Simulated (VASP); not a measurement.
# Mo (P6/mmm) in VASP: notebook

Runs on Mo. Level: r2SCAN. Tasks: single point.

Program: VASP 6.6.1. These are calculated values, not measurements. Logs are shortened: lines on timing, memory, paths and dates and some standing lists are left out, and cuts for length are marked.

### Step 1. The cell of the first run

It takes space group P6/mmm (No. 191, hexagonal). Conventional cell: a = 2.790 Å, b = 2.790 Å, c = 2.496 Å, α = 90.00°, β = 90.00°, γ = 120.00°. Within 3.3 Å of Mo (site symmetry 6/mmm) lie 8 Mo at 2.50 to 2.79 Å.

### Step 2. Single point, r2SCAN (strain +0.015 along x and y, -0.015 along z)

Contents of POSCAR:

```
Mo
1.0
    2.7900502024      0.0000000000      0.0000000000
   -1.3950251012      2.4162543531      0.0000000000
    0.0000000000      0.0000000000      2.4958920287
Mo
1
Direct
    0.0000000000      0.0000000000      0.5000000000
```

Contents of INCAR.step1:

```
SYSTEM = Mo
PREC = Accurate
ENCUT = 520
ISMEAR = 0
SIGMA = 0.15
LREAL = .False.
LASPH = .True.
NELM = 60
NBANDS = 13
GGA = PE
ALGO = Normal
EDIFF = 1E-4
LWAVE = .True.
LCHARG = .False.
```

Contents of INCAR.step2:

```
SYSTEM = Mo
PREC = Accurate
ENCUT = 520
EDIFF = 1E-7
ISMEAR = 0
SIGMA = 0.15
LREAL = .False.
LASPH = .True.
NELM = 60
ALGO = Normal
ISIF = 2
LWAVE = .False.
LCHARG = .False.
METAGGA = R2SCAN
LMIXTAU = .True.
NBANDS = 13
ISTART = 1
```

Contents of KPOINTS:

```
regular mesh
0
Gamma
  24 24 24
  0 0 0
```

Potentials or basis: VASP PAW PBE potentials, release 64 (Mo_sv).

Command:

```sh
$ cat potpaw_PBE.64/Mo_sv/POTCAR > POTCAR
$ cp INCAR.step1 INCAR
$ mpirun -np 1 vasp_std > vasp.out
$ cp INCAR.step2 INCAR
$ mpirun -np 1 vasp_std > vasp.out
```

OUTCAR:

```text
SYSTEM = Mo
   PREC = Accurate
   ENCUT = 520
   EDIFF = 1E-7
   ISMEAR = 0
   LREAL = .False.
   LASPH = .True.
   NELM = 60
   ISIF = 2
   METAGGA = R2SCAN
   ISTART = 1

 ion  position               nearest neighbor table
   1  0.000  0.000  0.500-

  LATTYP: Found a hexagonal cell.
 ALAT       =     2.7900502024
 C/A-ratio  =     0.8945688599

  Lattice vectors:

 A1 = (   2.7900502024,   0.0000000000,   0.0000000000)
 A2 = (  -1.3950251012,   2.4162543531,   0.0000000000)
 A3 = (   0.0000000000,   0.0000000000,   2.4958920287)

Analysis of symmetry for initial positions (statically):
=====================================================================
 Subroutine PRICEL returns:
 Original cell was already a primitive cell.

 Routine SETGRP: Setting up the symmetry group for a
 hexagonal supercell.

 Subroutine GETGRP returns: Found 24 space group operations
 (whereof 24 operations were pure point group operations)
 out of a pool of 24 trial point group operations.

The static configuration has the point symmetry D_6h.

Analysis of symmetry for dynamics (positions and initial velocities):
=====================================================================
 Subroutine PRICEL returns:
 Original cell was already a primitive cell.

 Routine SETGRP: Setting up the symmetry group for a
 hexagonal supercell.

 Subroutine GETGRP returns: Found 24 space group operations
 (whereof 24 operations were pure point group operations)
 out of a pool of 24 trial point group operations.

The dynamic configuration has the point symmetry D_6h.

 Subroutine INISYM returns: Found 24 space group operations
 (whereof 24 operations are pure point group operations),
 and found     1 'primitive' translations

----------------------------------------------------------------------------------------

                                     Primitive cell

  volume of cell :      16.8260

  direct lattice vectors                    reciprocal lattice vectors
     2.790050202  0.000000000  0.000000000     0.358416490  0.206931857  0.000000000
    -1.395025101  2.416254353  0.000000000     0.000000000  0.413863714  0.000000000
     0.000000000  0.000000000  2.495892029     0.000000000  0.000000000  0.400658357

  length of vectors
     2.790050202  2.790050202  2.495892029     0.413863714  0.413863714  0.400658357

  position of ions in fractional coordinates (direct lattice)
     0.000000000  0.000000000  0.500000000

  ion indices of the primitive-cell ions
   primitive index   ion index
                 1           1

----------------------------------------------------------------------------------------

 KPOINTS: regular mesh

Automatic generation of k-mesh.
 Grid dimensions read from file:
 generate k-points for:   24   24   24

 Generating k-lattice:

  Cartesian coordinates                     Fractional coordinates (reciprocal lattice)
     0.014934020  0.008622161  0.000000000     0.041666667  0.000000000  0.000000000
     0.000000000  0.017244321  0.000000000     0.000000000  0.041666667  0.000000000
     0.000000000  0.000000000  0.016694098     0.000000000  0.000000000  0.041666667

  Length of vectors
     0.017244321  0.017244321  0.016694098

  Shift w.r.t. Gamma in fractional coordinates (k-lattice)
     0.000000000  0.000000000  0.000000000

 Subroutine IBZKPT returns following result:
 ===========================================

 Found    793 irreducible k-points:

 Following reciprocal coordinates:
            Coordinates               Weight
  0.000000  0.000000  0.000000      1.000000
  0.041667 -0.000000  0.000000      6.000000
  0.083333 -0.000000  0.000000      6.000000
  0.125000 -0.000000  0.000000      6.000000
  0.166667 -0.000000  0.000000      6.000000
  0.208333 -0.000000  0.000000      6.000000
[... 16 lines left out ...]
  0.416667  0.041667  0.000000     12.000000
  0.458333  0.041667  0.000000     12.000000
 [... further k-points ...]
   k-points           NKPTS =    793   k-points in BZ     NKDIM =    793   number of bands    NBANDS=     13
[... 50 lines left out ...]
     13      31.9516      0.00000

 k-point     3 :       0.0833   -0.0000    0.0000
  band No.  band energies     occupation
      1     -51.6995      2.00000
      2     -24.4067      2.00000
      3     -24.3376      2.00000
      4     -23.9563      2.00000
      5       4.4580      2.00000
      6       6.7083      2.00000
      7      10.0633      2.00000
      8      10.5713      2.00000
      9      15.5121      0.00000
     10      15.7104      0.00000
     11      25.0853      0.00000
     12      29.6265      0.00000
     13      31.0565      0.00000

 k-point     4 :       0.1250   -0.0000    0.0000
  band No.  band energies     occupation
      1     -51.6839      2.00000
      2     -24.5111      2.00000
      3     -24.3610      2.00000
      4     -23.9462      2.00000
      5       4.7759      2.00000
      6       6.8300      2.00000
      7       9.7907      2.00000
      8      10.8703      1.99970
      9      15.2444      0.00000
     10      15.6621      0.00000
     11      25.7269      0.00000
     12      30.0031      0.00000
     13      30.2120      0.00000

 k-point     5 :       0.1667   -0.0000    0.0000
  band No.  band energies     occupation
      1     -51.6635      2.00000
      2     -24.6454      2.00000
      3     -24.3914      2.00000
      4     -23.9331      2.00000
      5       5.1775      2.00000
      6       6.9874      2.00000
      7       9.5080      2.00000
      8      11.2786      0.81276
      9      14.9178      0.00000
     10      15.5999      0.00000
     11      26.3498      0.00000
     12      29.0932      0.00000
     13      30.3996      0.00000
[... 257 lines left out ...]
 k-point    22 :       0.3750    0.0417    0.0000
  band No.  band energies     occupation
      1     -51.5332      2.00000
      2     -25.4421      2.00000
      3     -24.5907      2.00000
      4     -23.8497      2.00000
      5       6.4538      2.00000
      6       7.4993      2.00000
      7      11.0071      1.97982
      8      13.2638      0.00000
      9      14.7753      0.00000
     10      15.1952      0.00000
     11      22.2896      0.00000
     12      25.6590      0.00000
     13      29.9433      0.00000

 k-point    23 :       0.4167    0.0417    0.0000
  band No.  band energies     occupation
      1     -51.5201      2.00000
      2     -25.5183      2.00000
      3     -24.6098      2.00000
      4     -23.8413      2.00000
      5       6.3711      2.00000
      6       7.6045      2.00000
      7      11.5446      0.00605
      8      13.1236      0.00000
      9      15.1574      0.00000
     10      15.2794      0.00000
     11      21.6471      0.00000
     12      25.0879      0.00000
     13      29.5792      0.00000

 k-point    24 :       0.4583    0.0417    0.0000
  band No.  band energies     occupation
      1     -51.5133      2.00000
      2     -25.5576      2.00000
      3     -24.6197      2.00000
      4     -23.8370      2.00000
      5       6.3211      2.00000
      6       7.6638      2.00000
      7      11.8580      0.00000
      8      13.0523      0.00000
      9      15.1379      0.00000
     10      15.5651      0.00000
     11      21.2898      0.00000
     12      24.7671      0.00000
     13      29.3668      0.00000

 [... further k-points ...]
[... 5 lines left out ...]
  --------------------------------------------------------------------------------------
  -------------------------------------------------------------------------------------
  Total       -0.4883171     -0.4883171      0.2434048      0.0000000     -0.0000000      0.0000000
  in kB      -46.4977585    -46.4977585     23.1771047      0.0000000     -0.0000000      0.0000000
  external PRESSURE =     -23.2728041 kB  Pullay stress =       0.0000000 kB

 VOLUME and BASIS-vectors are now :
 -----------------------------------------------------------------------------
  energy-cutoff  :      520.00
  volume of cell :       16.83
      direct lattice vectors                 reciprocal lattice vectors
     2.790050202  0.000000000  0.000000000     0.358416490  0.206931857  0.000000000
    -1.395025101  2.416254353  0.000000000     0.000000000  0.413863714  0.000000000
     0.000000000  0.000000000  2.495892029     0.000000000  0.000000000  0.400658357

 POSITION                                       TOTAL-FORCE (eV/Angst)
 -----------------------------------------------------------------------------------
      0.00000      0.00000      1.24795         0.000000      0.000000      0.000000
 -----------------------------------------------------------------------------------
    total drift:                                0.000000      0.000000      0.000000

  FREE ENERGIE OF THE ION-ELECTRON SYSTEM (eV)
  ---------------------------------------------------
  free  energy   TOTEN  =       -25.1433723256 eV

  energy  without entropy=      -25.1328931877  energy(sigma->0) =      -25.13813276
```

It took 5.7 min on 1 thread of AMD EPYC 9R45 (Zen 5), shared host; peak memory 0.24 GiB.

What came out:

```yaml
Free_energy: -25.1434 eV
Pressure: -2.3 GPa
Band_gap_on_the_k_mesh: zero (band 7 reaches 12.02 eV, above the bottom of band 8 at 10.33 eV)
```

Caveat: the cell differs from its parent crystal (strain +0.015 along x and y, -0.015 along z); the PAW data sets were made with another functional, which shifts forces and pressure a little.

### Step 3. Single point, r2SCAN (strain +0.000 along x and y, +0.030 along z)

Contents of POSCAR:

```
Mo
1.0
    2.7488179334      0.0000000000      0.0000000000
   -1.3744089667      2.3805461607      0.0000000000
    0.0000000000      0.0000000000      2.6099175529
Mo
1
Direct
    0.0000000000      0.0000000000      0.5000000000
```

Contents of INCAR.step1:

```
PREC = Accurate
ENCUT = 520
ISMEAR = 0
SIGMA = 0.15
LREAL = F
LASPH = T
NELM = 100
NBANDS = 13
GGA = PE
ALGO = Normal
EDIFF = 1E-4
LWAVE = T
LCHARG = F
```

Contents of INCAR.step2:

```
PREC = Accurate
ENCUT = 520
EDIFF = 1E-7
ISMEAR = 0
SIGMA = 0.15
LREAL = F
LASPH = T
NELM = 100
ALGO = Normal
ISIF = 2
LWAVE = F
LCHARG = F
METAGGA = R2SCAN
LMIXTAU = T
NBANDS = 13
ISTART = 1
```

Contents of KPOINTS:

```
Automatic mesh
0
Gamma
  24 24 24
```

Potentials or basis: VASP PAW PBE potentials, release 64 (Mo_sv).

Command:

```sh
$ cat potpaw_PBE.64/Mo_sv/POTCAR > POTCAR
$ cp INCAR.step1 INCAR
$ mpirun -np 1 vasp_std > vasp.out
$ cp INCAR.step2 INCAR
$ mpirun -np 1 vasp_std > vasp.out
```

It took 4.2 min on 1 thread of AMD EPYC 9R45 (Zen 5), shared host; peak memory 0.23 GiB.

It converged, with:

```yaml
Free_energy: -25.1313 eV
Pressure: -4.5 GPa
Band_gap_on_the_k_mesh: zero (band 7 reaches 12.05 eV, above the bottom of band 8 at 10.23 eV)
```

Stress tensor (GPa, compression positive):
```
 -1.35   0.00   0.00
  0.00  -1.35   0.00
  0.00   0.00 -10.81
```

Levels at points of the mesh, in eV from the Fermi level:
```csv
k point,band 4,band 5,band 6,band 7,band 8,band 9,band 10,band 11
"(0.00, 0.00, 0.00)",-35.59,-7.16,-4.58,-0.94,-0.94,4.09,4.09,13.56
"(0.50, 0.00, 0.00)",-35.48,-5.12,-3.27,0.87,0.90,3.41,4.44,10.33
"(0.00, 0.00, 0.50)",-35.46,-4.09,-0.36,-0.19,-0.19,1.07,1.07,9.64
"(0.50, 0.00, 0.50)",-35.76,-5.34,-3.66,-0.21,4.74,5.67,6.41,7.24
```

Caveat: the cell differs from its parent crystal (strain +0.000 along x and y, +0.030 along z); the PAW data sets were made with another functional, which shifts forces and pressure a little.

### Step 4. Single point, r2SCAN (strain +0.030 along x and y, -0.030 along z)

Contents of POSCAR:

```
Mo
1.0
    2.8312824714      0.0000000000      0.0000000000
   -1.4156412357      2.4519625455      0.0000000000
    0.0000000000      0.0000000000      2.4578835207
Mo
1
Direct
    0.0000000000      0.0000000000      0.5000000000
```

Contents of INCAR.step1:

```
SYSTEM = Mo
PREC = Accurate
ENCUT = 520
ISMEAR = 0
SIGMA = 0.15
LREAL = .FALSE.
LASPH = .TRUE.
NELM = 60
NBANDS = 13
GGA = PE
ALGO = Normal
EDIFF = 1E-4
LWAVE = .TRUE.
LCHARG = .FALSE.
```

Contents of INCAR.step2:

```
SYSTEM = Mo
PREC = Accurate
ENCUT = 520
EDIFF = 1E-6
ISMEAR = 0
SIGMA = 0.15
LREAL = .FALSE.
LASPH = .TRUE.
NELM = 60
ALGO = Normal
ISIF = 2
LWAVE = .FALSE.
LCHARG = .FALSE.
METAGGA = R2SCAN
LMIXTAU = .TRUE.
NBANDS = 13
ISTART = 1
```

Contents of KPOINTS:

```
Automatic mesh
0
G
  24 24 24
  0 0 0
```

Command:

```sh
$ cat potpaw_PBE.64/Mo_sv/POTCAR > POTCAR
$ cp INCAR.step1 INCAR
$ mpirun -np 1 vasp_std > vasp.out
$ cp INCAR.step2 INCAR
$ mpirun -np 1 vasp_std > vasp.out
```

Run time: 4.8 min. Hardware: 1 thread of AMD EPYC 9R45 (Zen 5), shared host; peak memory 0.24 GiB.

Results (log left out):

- Free energy: -25.1156 eV
- Pressure: -4.6 GPa
- Band gap on the k mesh: zero (band 7 reaches 11.68 eV, above the bottom of band 8 at 10.08 eV)

Stress tensor (GPa, compression positive):
```
-9.19  0.00  0.00
 0.00 -9.19  0.00
 0.00  0.00  4.48
```

Levels at points of the mesh, in eV from the Fermi level:
```
           k point  band 5  band 6  band 7  band 8  band 9  band 10
(0.00, 0.00, 0.00)   -6.95   -4.59   -0.90   -0.90    4.61     4.61
(0.50, 0.00, 0.00)   -4.83   -3.68    0.66    2.22    3.97     4.10
(0.00, 0.00, 0.50)   -3.20    0.20    0.20    0.25    0.25     0.59
(0.50, 0.00, 0.50)   -5.37   -2.76   -0.93    4.50    6.43     7.04
```

Caveat: the cell differs from its parent crystal (strain +0.030 along x and y, -0.030 along z); the PAW data sets were made with another functional, which shifts forces and pressure a little.

### Step 5. Single point, r2SCAN (strain +0.000 along x and y, -0.015 along z)

Contents of POSCAR:

```
Mo
1.0
    2.7488179334      0.0000000000      0.0000000000
   -1.3744089667      2.3805461607      0.0000000000
    0.0000000000      0.0000000000      2.4958920287
Mo
1
Direct
    0.0000000000      0.0000000000      0.5000000000
```

Contents of INCAR.step1:

```
PREC = Accurate
ENCUT = 520
ISMEAR = 0
SIGMA = 0.15
LREAL = False
LASPH = True
NELM = 60
NBANDS = 13
GGA = PE
ALGO = Normal
EDIFF = 1E-4
LWAVE = True
LCHARG = False
```

Contents of INCAR.step2:

```
PREC = Accurate
ENCUT = 520
EDIFF = 1E-6
ISMEAR = 0
SIGMA = 0.15
LREAL = False
LASPH = True
NELM = 60
ALGO = Normal
ISIF = 2
LWAVE = False
LCHARG = False
METAGGA = R2SCAN
LMIXTAU = True
NBANDS = 13
ISTART = 1
```

Contents of KPOINTS:

```
Automatic mesh
0
Gamma
  24 24 24
```

Command:

```sh
$ cat potpaw_PBE.64/Mo_sv/POTCAR > POTCAR
$ cp INCAR.step1 INCAR
$ mpirun -np 1 vasp_std > vasp.out
$ cp INCAR.step2 INCAR
$ mpirun -np 1 vasp_std > vasp.out
```

Wall time 3.7 min (1 thread of Intel Xeon 6975P-C (Granite Rapids), shared host); peak memory 0.26 GiB.

It converged, with:

- Free energy: -25.1457 eV
- Pressure: 4.2 GPa
- Band gap on the k mesh: zero (band 7 reaches 12.63 eV, above the bottom of band 8 at 10.75 eV)

Stress tensor (GPa, compression positive):
```
3.37 0.00 0.00
0.00 3.37 0.00
0.00 0.00 5.90
```

Levels at points of the mesh, in eV from the Fermi level:
```tsv
k point	band 3	band 4	band 5	band 6	band 7	band 8	band 9	band 10	band 11	band 12
(0.00, 0.00, 0.00)	-35.51	-35.25	-7.20	-4.80	-0.99	-0.99	4.59	4.59	13.34	17.69
(0.50, 0.00, 0.00)	-35.84	-35.10	-5.23	-3.60	0.89	1.58	3.95	4.47	10.55	14.04
(0.00, 0.00, 0.50)	-35.30	-35.30	-3.74	0.01	0.01	0.15	0.67	0.67	11.39	17.00
(0.50, 0.00, 0.50)	-36.61	-35.61	-5.70	-3.40	-0.63	4.90	6.45	6.87	7.74	17.35
```

Caveat: the cell differs from its parent crystal (strain +0.000 along x and y, -0.015 along z); the PAW data sets were made with another functional, which shifts forces and pressure a little.

### Step 6. Single point, r2SCAN (strain -0.015 along x and y, +0.015 along z)

Contents of POSCAR:

```
Mo
1.0
    2.7075856644      0.0000000000      0.0000000000
   -1.3537928322      2.3448379683      0.0000000000
    0.0000000000      0.0000000000      2.5719090449
Mo
1
Direct
    0.0000000000      0.0000000000      0.5000000000
```

Contents of INCAR.step1:

```
SYSTEM = Mo
PREC = Accurate
ENCUT = 520
ISMEAR = 0
SIGMA = 0.15
LREAL = .False.
LASPH = .True.
NELM = 80
NBANDS = 13
GGA = PE
ALGO = Normal
EDIFF = 1E-4
LWAVE = .True.
LCHARG = .False.
```

Contents of INCAR.step2:

```
SYSTEM = Mo
PREC = Accurate
ENCUT = 520
EDIFF = 1E-7
ISMEAR = 0
SIGMA = 0.15
LREAL = .False.
LASPH = .True.
NELM = 80
ALGO = Normal
ISIF = 2
LWAVE = .False.
LCHARG = .False.
METAGGA = R2SCAN
LMIXTAU = .True.
NBANDS = 13
ISTART = 1
```

Contents of KPOINTS:

```
Automatic mesh
0
Gamma
  24 24 24
  0 0 0
```

Potentials or basis: VASP PAW PBE potentials, release 64 (Mo_sv).

Command:

```sh
$ cat potpaw_PBE.64/Mo_sv/POTCAR > POTCAR
$ cp INCAR.step1 INCAR
$ mpirun -np 1 vasp_std > vasp.out
$ cp INCAR.step2 INCAR
$ mpirun -np 1 vasp_std > vasp.out
```

It took 5.3 min on 1 thread of Intel Xeon 6975P-C (Granite Rapids), shared host; peak memory 0.25 GiB.

Results (log left out):

| Quantity | Value |
| --- | --- |
| Free energy | -25.1301 eV |
| Pressure | 5.2 GPa |
| Band gap on the k mesh | zero (band 7 reaches 12.80 eV, above the bottom of band 8 at 10.83 eV) |

Stress tensor (GPa, compression positive):
```
 9.27  0.00  0.00
 0.00  9.27  0.00
 0.00  0.00 -3.09
```

Levels at points of the mesh, in eV from the Fermi level:
```tsv
k point	band 3	band 4	band 5	band 6	band 7	band 8	band 9	band 10	band 11	band 12
(0.00, 0.00, 0.00)	-35.50	-35.50	-7.30	-4.83	-1.02	-1.02	4.34	4.34	13.59	16.35
(0.50, 0.00, 0.00)	-35.87	-35.37	-5.40	-3.39	0.87	1.03	3.61	4.73	10.93	14.48
(0.00, 0.00, 0.50)	-35.35	-35.35	-4.18	-0.33	-0.22	-0.22	1.11	1.11	10.23	16.74
(0.50, 0.00, 0.50)	-36.86	-35.70	-5.70	-3.87	-0.27	5.05	6.06	6.57	7.66	16.98
```

Caveat: the cell differs from its parent crystal (strain -0.015 along x and y, +0.015 along z); the PAW data sets were made with another functional, which shifts forces and pressure a little.

### Step 7. Overview

| cell | gap on the mesh (eV) | pressure (GPa) |
| --- | --- | --- |
| a = 2.790, b = 2.790, c = 2.496 Å, angles 90.0, 90.0, 120.0°, 1 atom | none | -2.3 |
| a = 2.749, b = 2.749, c = 2.610 Å, angles 90.0, 90.0, 120.0°, 1 atom | none | -4.5 |
| a = 2.831, b = 2.831, c = 2.458 Å, angles 90.0, 90.0, 120.0°, 1 atom | none | -4.6 |
| a = 2.749, b = 2.749, c = 2.496 Å, angles 90.0, 90.0, 120.0°, 1 atom | none | 4.2 |
| a = 2.708, b = 2.708, c = 2.572 Å, angles 90.0, 90.0, 120.0°, 1 atom | none | 5.2 |

Alike in all rows: task single point; level r2SCAN; potentials or basis VASP PAW PBE potentials, release 64 (Mo_sv); no spin polarisation; k mesh 24 × 24 × 24; cutoff (eV) 520; smearing gaussian 0.15 eV.

Caveats: the PAW data sets were made with another functional, which shifts forces and pressure a little.

Total energies depend on the potentials used, so only differences within one code and one set of settings carry meaning.
